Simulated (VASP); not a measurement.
# Nb (P6/mmm) in VASP: further runs

The runs below take Nb through single point, with PBE.

Program: VASP 6.6.1. These are calculated values, not measurements. Logs are shortened: lines on timing, memory, paths and dates and some standing lists are left out, and cuts for length are marked.

### Step 1. The cell of the first run

Symmetry: P6/mmm, No. 191, hexagonal system. The conventional cell has a = 2.730 Å, b = 2.730 Å, c = 2.593 Å, α = 90.00°, β = 90.00°, γ = 120.00°. Within 3.4 Å of Nb (site symmetry 6/mmm) lie 8 Nb at 2.59 to 2.73 Å.

### Step 2. Single point, PBE

File INCAR:

```
SYSTEM = Nb
ALGO = Normal ; EDIFF = 1E-6
ENCUT = 520 ; GGA = PE
ISIF = 2 ; ISMEAR = -1
LASPH = .TRUE. ; LCHARG = .FALSE.
LREAL = .FALSE. ; LWAVE = .FALSE.
NBANDS = 12 ; NELM = 60
PREC = Accurate ; SIGMA = 0.08
```

File KPOINTS:

```
k-points
0
G
  16 16 15
  0 0 0
```

File POSCAR:

```
Nb
1.0
    2.7298814336      0.0000000000      0.0000000000
   -1.3649407168      2.3641466708      0.0000000000
    0.0000000000      0.0000000000      2.5927311697
Nb
1
Direct
    0.0000000000      0.0000000000      0.0000000000
```

Potentials or basis: VASP PAW PBE potentials, release 64 (Nb_sv).

The run is started by

```
$ cat potpaw_PBE.64/Nb_sv/POTCAR > POTCAR
$ mpirun -np 1 vasp_std > vasp.out
```

OUTCAR:

```text
SYSTEM = Nb
   EDIFF = 1E-6
   ENCUT = 520
   GGA = PE
   ISIF = 2
   ISMEAR = -1
   LASPH = .TRUE.
   LREAL = .FALSE.
   NELM = 60
   PREC = Accurate

 ion  position               nearest neighbor table
   1  0.000  0.000  0.000-

  LATTYP: Found a hexagonal cell.
 ALAT       =     2.7298814336
 C/A-ratio  =     0.9497596261

  Lattice vectors:

 A1 = (   2.7298814336,   0.0000000000,   0.0000000000)
 A2 = (  -1.3649407168,   2.3641466708,   0.0000000000)
 A3 = (   0.0000000000,   0.0000000000,   2.5927311697)

Analysis of symmetry for initial positions (statically):
=====================================================================
 Subroutine PRICEL returns:
 Original cell was already a primitive cell.

 Routine SETGRP: Setting up the symmetry group for a
 hexagonal supercell.

 Subroutine GETGRP returns: Found 24 space group operations
 (whereof 24 operations were pure point group operations)
 out of a pool of 24 trial point group operations.

The static configuration has the point symmetry D_6h.

Analysis of symmetry for dynamics (positions and initial velocities):
=====================================================================
 Subroutine PRICEL returns:
 Original cell was already a primitive cell.

 Routine SETGRP: Setting up the symmetry group for a
 hexagonal supercell.

 Subroutine GETGRP returns: Found 24 space group operations
 (whereof 24 operations were pure point group operations)
 out of a pool of 24 trial point group operations.

The dynamic configuration has the point symmetry D_6h.

 Subroutine INISYM returns: Found 24 space group operations
 (whereof 24 operations are pure point group operations),
 and found     1 'primitive' translations

----------------------------------------------------------------------------------------

                                     Primitive cell

  volume of cell :      16.7331

  direct lattice vectors                    reciprocal lattice vectors
     2.729881434  0.000000000  0.000000000     0.366316276  0.211492800  0.000000000
    -1.364940717  2.364146671  0.000000000     0.000000000  0.422985601  0.000000000
     0.000000000  0.000000000  2.592731170     0.000000000  0.000000000  0.385693670

  length of vectors
     2.729881434  2.729881434  2.592731170     0.422985601  0.422985601  0.385693670

  position of ions in fractional coordinates (direct lattice)
     0.000000000  0.000000000  0.000000000

  ion indices of the primitive-cell ions
   primitive index   ion index
                 1           1

----------------------------------------------------------------------------------------

 KPOINTS: k-points

Automatic generation of k-mesh.
 Grid dimensions read from file:
 generate k-points for:   16   16   15

 Generating k-lattice:

  Cartesian coordinates                     Fractional coordinates (reciprocal lattice)
     0.022894767  0.013218300  0.000000000     0.062500000 -0.000000000  0.000000000
     0.000000000  0.026436600  0.000000000     0.000000000  0.062500000  0.000000000
     0.000000000  0.000000000  0.025712911     0.000000000  0.000000000  0.066666667

  Length of vectors
     0.026436600  0.026436600  0.025712911

  Shift w.r.t. Gamma in fractional coordinates (k-lattice)
     0.000000000  0.000000000  0.000000000

 Subroutine IBZKPT returns following result:
 ===========================================

 Found    240 irreducible k-points:

 Following reciprocal coordinates:
            Coordinates               Weight
  0.000000  0.000000  0.000000      1.000000
  0.062500 -0.000000  0.000000      6.000000
  0.125000 -0.000000  0.000000      6.000000
  0.187500  0.000000  0.000000      6.000000
  0.250000 -0.000000  0.000000      6.000000
  0.312500 -0.000000  0.000000      6.000000
[... 16 lines left out ...]
  0.187500  0.187500  0.000000      6.000000
  0.250000  0.187500  0.000000     12.000000
 [... further k-points ...]
   k-points           NKPTS =    240   k-points in BZ     NKDIM =    240   number of bands    NBANDS=     12
   number of dos      NEDOS =    301   number of ions     NIONS =      1
   total plane-waves  NPLWV =   8000
   dimension x,y,z NGX =    20 NGY =   20 NGZ =   20
   dimension x,y,z NGXF=    40 NGYF=   40 NGZF=   40
   ions per type =               1
   NGX,Y,Z   is equivalent  to a cutoff of  12.18, 12.18, 12.82 a.u.
   NGXF,Y,Z  is equivalent  to a cutoff of  24.36, 24.36, 25.65 a.u.
 SYSTEM =  Nb
   PREC   = accura    normal or accurate (medium, high low for compatibility)
   ISTART =      0    job   : 0-new  1-cont  2-samecut
   ICHARG =      2    charge: 1-file 2-atom 10-const
   ISPIN  =      1    spin polarized calculation?
   LNONCOLLINEAR =      F non collinear calculations
   LSORBIT =      F    spin-orbit coupling
   LASPH  =      T    aspherical Exc in radial PAW
   ENCUT  =  520.0 eV  38.22 Ry    6.18 a.u.   5.08  5.08  4.82*2*pi/ulx,y,z
   NELM   =     60;   NELMIN=  2; NELMDL= -5     # of ELM steps
   EDIFF  = 0.1E-05   stopping-criterion for ELM
   LREAL  =      F    real-space projection
   EDIFFG = 0.1E-04   stopping-criterion for IOM
   NSW    =      0    number of steps for IOM
   IBRION =     -1    ionic relax: 0-MD 1-quasi-New 2-CG
   NFREE  =      0    steps in history (QN), initial steepest desc. (CG)
   ISIF   =      2    stress and relaxation
   ISYM   =      2    0-nonsym 1-usesym 2-fastsym
   POTIM  = 0.5000    time-step for ionic-motion
   TEBEG  =    0.0;   TEEND  =   0.0 temperature during run
   PSTRESS=    0.0 pullay stress
   NELECT =      13.0000    total number of electrons
   NUPDOWN=      -1.0000    fix difference up-down
   EMIN   =  10.00;   EMAX   =-10.00  energy-range for DOS
   EFERMI =   0.00;   METHOD = LEGACY
   ISMEAR =    -1;   SIGMA  =   0.08  broadening in eV -4-tet -1-fermi 0-gaus
   EFERMI_NEDOS =   21; number of points for ismear=-14 and -15
   IALGO  =     38    algorithm
   IMIX   =      4    mixing-type and parameters
     AMIX     =   0.40;   BMIX     =  1.00
     AMIX_MAG =   1.60;   BMIX_MAG =  1.00
  volume/ion in A,a.u.               =      16.73       112.92
  Fermi-wavevector in a.u.,A,eV,Ry     =   1.504980  2.844000 30.816716  2.264965
  Thomas-Fermi vector in A             =   2.615889
   LORBIT       =      0    0 simple, 1 ext, 2 COOP (PROOUT), +10 PAW based schemes
   GGA     = PE    functional components
[... 5 lines left out ...]
 non-spin polarized calculation
  energy-cutoff  :      520.00
  volume of cell :       16.73
 maximum number of plane-waves:       466
   NGX = 11   NGY = 11   NGZ =  9

 number of electron      13.0000001 magnetization

 Free energy of the ion-electron system (eV)
  ---------------------------------------------------
  ext. energy  EPLUGINS =         0.00000000
  ---------------------------------------------------
  free energy    TOTEN  =        -9.39891555 eV

  energy without entropy =       -9.37708198  energy(sigma->0) =       -9.38799877

 E-fermi :  12.6560     XC(G=0): -12.8234

 val. band max:       12.6481952625   @ k =   0.0625  -0.0000   0.1333
 cond. band min:      12.6746310265   @ k =   0.1875   0.1875   0.3333
 fundamental gap:      0.0264357640
 Fermi energy:        12.6560256719

 k-point     1 :       0.0000    0.0000    0.0000
  band No.  band energies     occupation
      1     -42.2072      2.00000
      2     -17.1910      2.00000
      3     -17.1295      2.00000
      4     -17.1295      2.00000
      5       6.3228      2.00000
      6       8.9571      2.00000
      7      12.7037      0.71066
      8      12.7037      0.71066
      9      18.5743      0.00000
     10      18.5743      0.00000
     11      24.9314      0.00000
     12      28.0475      0.00000

 k-point     2 :       0.0625   -0.0000    0.0000
  band No.  band energies     occupation
      1     -42.1939      2.00000
      2     -17.2146      2.00000
      3     -17.1820      2.00000
      4     -17.1479      2.00000
      5       6.4898      2.00000
      6       9.0397      2.00000
      7      12.5064      1.73307
      8      12.8646      0.13732
      9      18.3316      0.00000
     10      18.5381      0.00000
     11      25.3640      0.00000
     12      28.4237      0.00000

 k-point     3 :       0.1250   -0.0000    0.0000
  band No.  band energies     occupation
      1     -42.1558      2.00000
      2     -17.4527      2.00000
      3     -17.1999      2.00000
      4     -17.1561      2.00000
      5       6.9498      2.00000
      6       9.2754      2.00000
      7      12.0383      1.99911
      8      13.3398      0.00039
      9      17.7166      0.00000
     10      18.4368      0.00000
     11      26.5210      0.00000
     12      29.4200      0.00000
[... 286 lines left out ...]
 k-point    23 :       0.1875    0.1875    0.0000
  band No.  band energies     occupation
      1     -41.9435      2.00000
      2     -18.5082      2.00000
      3     -17.6445      2.00000
      4     -17.0135      2.00000
      5       9.2612      2.00000
      6      10.4531      2.00000
      7      10.7746      2.00000
      8      15.6111      0.00000
      9      17.1128      0.00000
     10      17.5120      0.00000
     11      26.1875      0.00000
     12      26.8652      0.00000

 k-point    24 :       0.2500    0.1875    0.0000
  band No.  band energies     occupation
      1     -41.8881      2.00000
      2     -18.7149      2.00000
      3     -17.8079      2.00000
      4     -16.9767      2.00000
      5       9.7211      2.00000
      6      10.2144      2.00000
      7      11.5154      2.00000
      8      15.2771      0.00000
      9      17.1733      0.00000
     10      18.3794      0.00000
     11      25.0997      0.00000
     12      25.8441      0.00000

 [... further k-points ...]
[... 5 lines left out ...]
  --------------------------------------------------------------------------------------
  -------------------------------------------------------------------------------------
  Total        2.8942657      2.8942657      2.9055733      0.0000000      0.0000000      0.0000000
  in kB      277.1234550    277.1234550    278.2061545      0.0000000      0.0000000      0.0000000
  external PRESSURE =     277.4843549 kB  Pullay stress =       0.0000000 kB

 VOLUME and BASIS-vectors are now :
 -----------------------------------------------------------------------------
  energy-cutoff  :      520.00
  volume of cell :       16.73
      direct lattice vectors                 reciprocal lattice vectors
     2.729881434  0.000000000  0.000000000     0.366316276  0.211492800  0.000000000
    -1.364940717  2.364146671  0.000000000     0.000000000  0.422985601  0.000000000
     0.000000000  0.000000000  2.592731170     0.000000000  0.000000000  0.385693670

 POSITION                                       TOTAL-FORCE (eV/Angst)
 -----------------------------------------------------------------------------------
      0.00000      0.00000      0.00000         0.000000      0.000000      0.000000
 -----------------------------------------------------------------------------------
    total drift:                               -0.000000      0.000000      0.000000

  FREE ENERGIE OF THE ION-ELECTRON SYSTEM (eV)
  ---------------------------------------------------
  free  energy   TOTEN  =        -9.3989155472 eV

  energy  without entropy=       -9.3770819833  energy(sigma->0) =       -9.38799877
```

Run time: 39 s. Hardware: 1 thread of Intel Xeon Platinum 8259CL at 2.50GHz (Skylake/Cascade Lake), shared host; peak memory 0.16 GiB.

Results:

- Free energy: -9.3989 eV
- Pressure: 27.7 GPa

Stress tensor (GPa, compression positive):
```
27.71  0.00  0.00
 0.00 27.71  0.00
 0.00  0.00 27.82
```

Levels at points of the mesh, in eV from the Fermi level:
| k point | band 3 | band 4 | band 5 | band 6 | band 7 | band 8 | band 9 | band 10 |
| --- | --- | --- | --- | --- | --- | --- | --- | --- |
| (0.00, 0.00, 0.00) | -29.79 | -29.79 | -6.33 | -3.70 | 0.05 | 0.05 | 5.92 | 5.92 |
| (0.50, 0.00, 0.00) | -30.25 | -29.60 | -4.56 | -2.23 | 1.76 | 1.89 | 5.05 | 6.41 |

### Step 3. Single point, PBE

File INCAR:

```
PREC = Accurate
ENCUT = 520
EDIFF = 1E-7
ISMEAR = -1
SIGMA = 0.08
LREAL = False
LASPH = True
NELM = 60
ALGO = Normal
ISIF = 2
LWAVE = False
LCHARG = True
GGA = PE
LELF = True
LVHAR = True
NBANDS = 12
```

File KPOINTS:

```
Automatic mesh
0
Gamma
  16 16 15
```

POSCAR is that of step 2.

Potentials or basis: VASP PAW PBE potentials, release 64 (Nb_sv).

The run is started by

```
$ cat potpaw_PBE.64/Nb_sv/POTCAR > POTCAR
$ mpirun -np 1 vasp_std > vasp.out
```

OUTCAR:

```text
PREC = Accurate
   ENCUT = 520
   EDIFF = 1E-7
   ISMEAR = -1
   LREAL = False
   LASPH = True
   NELM = 60
   ISIF = 2
   GGA = PE

 ion  position               nearest neighbor table
   1  0.000  0.000  0.000-

  LATTYP: Found a hexagonal cell.
 ALAT       =     2.7298814336
 C/A-ratio  =     0.9497596261

  Lattice vectors:

 A1 = (   2.7298814336,   0.0000000000,   0.0000000000)
 A2 = (  -1.3649407168,   2.3641466708,   0.0000000000)
 A3 = (   0.0000000000,   0.0000000000,   2.5927311697)

Analysis of symmetry for initial positions (statically):
=====================================================================
 Subroutine PRICEL returns:
 Original cell was already a primitive cell.

 Routine SETGRP: Setting up the symmetry group for a
 hexagonal supercell.

 Subroutine GETGRP returns: Found 24 space group operations
 (whereof 24 operations were pure point group operations)
 out of a pool of 24 trial point group operations.

The static configuration has the point symmetry D_6h.

Analysis of symmetry for dynamics (positions and initial velocities):
=====================================================================
 Subroutine PRICEL returns:
 Original cell was already a primitive cell.

 Routine SETGRP: Setting up the symmetry group for a
 hexagonal supercell.

 Subroutine GETGRP returns: Found 24 space group operations
 (whereof 24 operations were pure point group operations)
 out of a pool of 24 trial point group operations.

The dynamic configuration has the point symmetry D_6h.

 Subroutine INISYM returns: Found 24 space group operations
 (whereof 24 operations are pure point group operations),
 and found     1 'primitive' translations

----------------------------------------------------------------------------------------

                                     Primitive cell
[... 102 lines left out ...]
   EMIN   =  10.00;   EMAX   =-10.00  energy-range for DOS
   EFERMI =   0.00;   METHOD = LEGACY
   ISMEAR =    -1;   SIGMA  =   0.08  broadening in eV -4-tet -1-fermi 0-gaus
   EFERMI_NEDOS =   21; number of points for ismear=-14 and -15
   IALGO  =     38    algorithm
   IMIX   =      4    mixing-type and parameters
     AMIX     =   0.40;   BMIX     =  1.00
     AMIX_MAG =   1.60;   BMIX_MAG =  1.00
  volume/ion in A,a.u.               =      16.73       112.92
  Fermi-wavevector in a.u.,A,eV,Ry     =   1.504980  2.844000 30.816716  2.264965
  Thomas-Fermi vector in A             =   2.615889
   LORBIT       =      0    0 simple, 1 ext, 2 COOP (PROOUT), +10 PAW based schemes
   GGA     = PE    functional components
[... 5 lines left out ...]
 non-spin polarized calculation
  energy-cutoff  :      520.00
  volume of cell :       16.73
 maximum number of plane-waves:       466
   NGX = 11   NGY = 11   NGZ =  9

 number of electron      13.0000001 magnetization

 Free energy of the ion-electron system (eV)
  ---------------------------------------------------
  ext. energy  EPLUGINS =         0.00000000
  ---------------------------------------------------
  free energy    TOTEN  =        -9.39891535 eV

  energy without entropy =       -9.37708087  energy(sigma->0) =       -9.38799811

 E-fermi :  12.6560     XC(G=0): -12.8234

 val. band max:       12.6482106373   @ k =   0.0625  -0.0000   0.1333
 cond. band min:      12.6746243203   @ k =   0.1875   0.1875   0.3333
 fundamental gap:      0.0264136830
 Fermi energy:        12.6560233345

 k-point     1 :       0.0000    0.0000    0.0000
  band No.  band energies     occupation
      1     -42.2073      2.00000
      2     -17.1912      2.00000
      3     -17.1296      2.00000
      4     -17.1296      2.00000
      5       6.3228      2.00000
      6       8.9570      2.00000
      7      12.7037      0.71057
      8      12.7037      0.71057
      9      18.5742      0.00000
     10      18.5742      0.00000
     11      24.9314      0.00000
     12      28.0476      0.00000
[... 331 lines left out ...]
 k-point    24 :       0.2500    0.1875    0.0000
  band No.  band energies     occupation
      1     -41.8882      2.00000
      2     -18.7149      2.00000
      3     -17.8080      2.00000
      4     -16.9768      2.00000
      5       9.7211      2.00000
      6      10.2144      2.00000
      7      11.5154      2.00000
      8      15.2771      0.00000
      9      17.1733      0.00000
     10      18.3794      0.00000
     11      25.0997      0.00000
     12      25.8441      0.00000

 [... further k-points ...]
[... 5 lines left out ...]
  --------------------------------------------------------------------------------------
  -------------------------------------------------------------------------------------
  Total        2.8934373      2.8934373      2.9027540      0.0000000     -0.0000000      0.0000000
  in kB      277.0441379    277.0441379    277.9362050      0.0000000     -0.0000000      0.0000000
  external PRESSURE =     277.3414936 kB  Pullay stress =       0.0000000 kB

 VOLUME and BASIS-vectors are now :
 -----------------------------------------------------------------------------
  energy-cutoff  :      520.00
  volume of cell :       16.73
      direct lattice vectors                 reciprocal lattice vectors
     2.729881434  0.000000000  0.000000000     0.366316276  0.211492800  0.000000000
    -1.364940717  2.364146671  0.000000000     0.000000000  0.422985601  0.000000000
     0.000000000  0.000000000  2.592731170     0.000000000  0.000000000  0.385693670

 POSITION                                       TOTAL-FORCE (eV/Angst)
 -----------------------------------------------------------------------------------
      0.00000      0.00000      0.00000         0.000000      0.000000      0.000000
 -----------------------------------------------------------------------------------
    total drift:                               -0.000000      0.000000      0.000000

  FREE ENERGIE OF THE ION-ELECTRON SYSTEM (eV)
  ---------------------------------------------------
  free  energy   TOTEN  =        -9.3989153465 eV

  energy  without entropy=       -9.3770808716  energy(sigma->0) =       -9.38799811
```

OSZICAR:

```text
N       E                     dE             d eps       ncg     rms          rms(c)
DAV:   1     0.122091494937E+03    0.12209E+03   -0.73157E+03  5784   0.109E+03
DAV:   2    -0.460829144047E+01   -0.12670E+03   -0.12114E+03  6200   0.395E+02
DAV:   3    -0.938080725408E+01   -0.47725E+01   -0.45290E+01  8468   0.678E+01
DAV:   4    -0.964380977280E+01   -0.26300E+00   -0.26127E+00  7732   0.143E+01
DAV:   5    -0.965581686941E+01   -0.12007E-01   -0.11999E-01  8608   0.250E+00    0.816E+00
DAV:   6    -0.940870300697E+01    0.24711E+00   -0.41149E-01  9160   0.834E+00    0.319E+00
DAV:   7    -0.939124666918E+01    0.17456E-01   -0.13678E-01  9516   0.481E+00    0.944E-01
DAV:   8    -0.939883892782E+01   -0.75923E-02   -0.13921E-02  6316   0.156E+00    0.507E-02
DAV:   9    -0.939891117697E+01   -0.72249E-04   -0.12027E-03  8424   0.266E-01    0.669E-02
DAV:  10    -0.939892730409E+01   -0.16127E-04   -0.52942E-05  7080   0.938E-02    0.301E-02
DAV:  11    -0.939891585646E+01    0.11448E-04   -0.74042E-06  8200   0.456E-02    0.474E-03
DAV:  12    -0.939891555697E+01    0.29949E-06   -0.41527E-07  7764   0.845E-03    0.287E-03
DAV:  13    -0.939891539407E+01    0.16289E-06   -0.27801E-08  3832   0.216E-03    0.127E-03
DAV:  14    -0.939891534645E+01    0.47623E-07   -0.31497E-08  3556   0.275E-03
   1 F= -.93989153E+01 E0= -.93879981E+01  d E =-.218345E-01
```

Run time: 42 s. Hardware: 1 thread of Intel Xeon Platinum 8259CL at 2.50GHz (Skylake/Cascade Lake), shared host; peak memory 0.16 GiB.

What came out:

| Property | Result |
| --- | --- |
| Free energy | -9.3989 eV |
| Pressure | 27.7 GPa |

Levels at points of the mesh, in eV from the Fermi level:
```csv
k point,band 4,band 5,band 6,band 7,band 8,band 9
"(0.00, 0.00, 0.00)",-29.79,-6.33,-3.70,0.05,0.05,5.92
"(0.50, 0.00, 0.00)",-29.60,-4.56,-2.23,1.76,1.89,5.05
```
